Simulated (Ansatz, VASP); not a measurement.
**Two plane-wave programs on Ga3Sb**

File INCAR:

```
SYSTEM = Ga3Sb
PREC = Accurate ; ENCUT = 520
EDIFF = 1E-6 ; ISMEAR = 0
SIGMA = 0.15 ; LREAL = .False.
LASPH = .True. ; NELM = 60
ALGO = Fast ; ISIF = 2
LWAVE = .False. ; LCHARG = .False.
GGA = PS ; IVDW = 12
NBANDS = 30
```

File KPOINTS:

```
regular mesh
0
Gamma
  14 14 14
  0 0 0
```

The input POSCAR:

```
Ga3Sb
1.0
   -2.0647600350      2.0647600350      4.4156619108
    2.0647600350     -2.0647600350      4.4156619108
    2.0647600350      2.0647600350     -4.4156619108
Ga Sb
3 1
Direct
    0.7500000000      0.2500000000      0.5000000000
    0.2500000000      0.7500000000      0.5000000000
    0.5000000000      0.5000000000      0.0000000000
    0.0000000000      0.0000000000      0.0000000000
```

Input for Ansatz:

```yaml
crystal:
  lattice:
    - [-2.064760035, 2.064760035, 4.4156619108]
    - [2.064760035, -2.064760035, 4.4156619108]
    - [2.064760035, 2.064760035, -4.4156619108]
  atoms:
    - { symbol: Ga, position: [0.75, 0.25, 0.5] }
    - { symbol: Ga, position: [0.25, 0.75, 0.5] }
    - { symbol: Ga, position: [0.5, 0.5, 0.0] }
    - { symbol: Sb, position: [0.0, 0.0, 0.0] }
basis:
  ecutwfc: 420
kpoints:
  mp_grid: { grid: [14, 14, 14] }
hamiltonian:
  xc: pbesol
  pseudopotentials: { kind: paw, azcp: { folder: soft_1 } }
  dispersion: d3bj
scf:
  occupations: { method: gaussian, width: 0.15 }
output:
  forces: true
  stress: true
  eigenvalues: true
```

Alike in both runs: task single point; functional PBEsol; dispersion D3(BJ); k mesh 14 × 14 × 14; occupations gaussian, width 0.15 eV; no spin polarisation.

|  | VASP | Ansatz |
| --- | --- | --- |
| version | VASP 6.6.1 | Ansatz 0.2.0 |
| potentials or method | VASP PAW PBE potentials, release 64 (Ga_d, Sb), cutoff 520 eV | scalar-relativistic, plane waves, PAW |
| valence electrons in the cell | 44 | 54 |

Ansatz gave:

* gap on the k mesh at the Fermi level (eV): none
* pressure (GPa): 2.9

Task: Estimate VASP's values.

Result: gap on the k mesh at the Fermi level (eV): none; pressure (GPa): 3.0.

VASP's potentials were made for PBE, not for PBEsol, and Ansatz warns of the same on its side. A gap of «none» marks a metal or a gap that the smearing closes. VASP's potentials hold 44 valence electrons a cell and Ansatz's 54, so a difference there can come from the potentials and not from the codes.

Spin-orbit coupling is off throughout.
